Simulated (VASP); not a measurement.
Write the native input for VASP 6.6.1 that does the following.

* Task: single point
* Functional: r2SCAN
* Potentials or basis: VASP PAW PBE potentials, release 64 (Rh_pv)
* Cutoff: 520 eV
* k mesh: 16 × 16 × 16
* Occupations: fermi-dirac, width 0.1 eV
* Spin: no spin polarisation
* Dipole correction: no
* Further INCAR settings: ALGO = Normal; EDIFF = 1e-06; NBANDS = 14

Crystal: Rh.

```
CELL_PARAMETERS angstrom
-1.58151 1.58151 1.58151
1.58151 -1.58151 1.58151
1.58151 1.58151 -1.58151
ATOMIC_POSITIONS crystal
Rh 0.00000 0.00000 0.00000
```

This isn't the form of Rh at room conditions, which is fcc.

The input as run:

POSCAR

```
Rh
1.0
   -1.5815127871      1.5815127871      1.5815127871
    1.5815127871     -1.5815127871      1.5815127871
    1.5815127871      1.5815127871     -1.5815127871
Rh
1
Direct
    0.0000000000      0.0000000000      0.0000000000
```

INCAR.step1

```
  PREC = Accurate
  ENCUT = 520
  ISMEAR = -1
  SIGMA = 0.1
  LREAL = False
  LASPH = True
  NELM = 60
  NBANDS = 14
  GGA = PE
  ALGO = Normal
  EDIFF = 1E-4
  LWAVE = True
  LCHARG = False
```

INCAR.step2

```
  PREC = Accurate
  ENCUT = 520
  EDIFF = 1E-6
  ISMEAR = -1
  SIGMA = 0.1
  LREAL = False
  LASPH = True
  NELM = 60
  ALGO = Normal
  ISIF = 2
  LWAVE = False
  LCHARG = False
  METAGGA = R2SCAN
  LMIXTAU = True
  NBANDS = 14
  ISTART = 1
```

KPOINTS

```
Automatic mesh
0
Gamma
  16 16 16
```

Potentials or basis: VASP PAW PBE potentials, release 64 (Rh_pv).

Run with:

```sh
$ cat potpaw_PBE.64/Rh_pv/POTCAR > POTCAR
$ cp INCAR.step1 INCAR
$ mpirun -np 1 vasp_std > vasp.out
$ cp INCAR.step2 INCAR
$ mpirun -np 1 vasp_std > vasp.out
```

Results of the run:

The pressure is -20.6 GPa and the band gap on the k mesh is zero (an odd number of electrons rules out a gap without spin polarisation).

Caveat: the cell stands under tension; the PAW data sets were made with another functional, which shifts forces and pressure a little.

It took 64 s on 1 thread of AMD EPYC 7R13 Processor (Zen 3), on a shared host, peak memory 0.12 GiB.
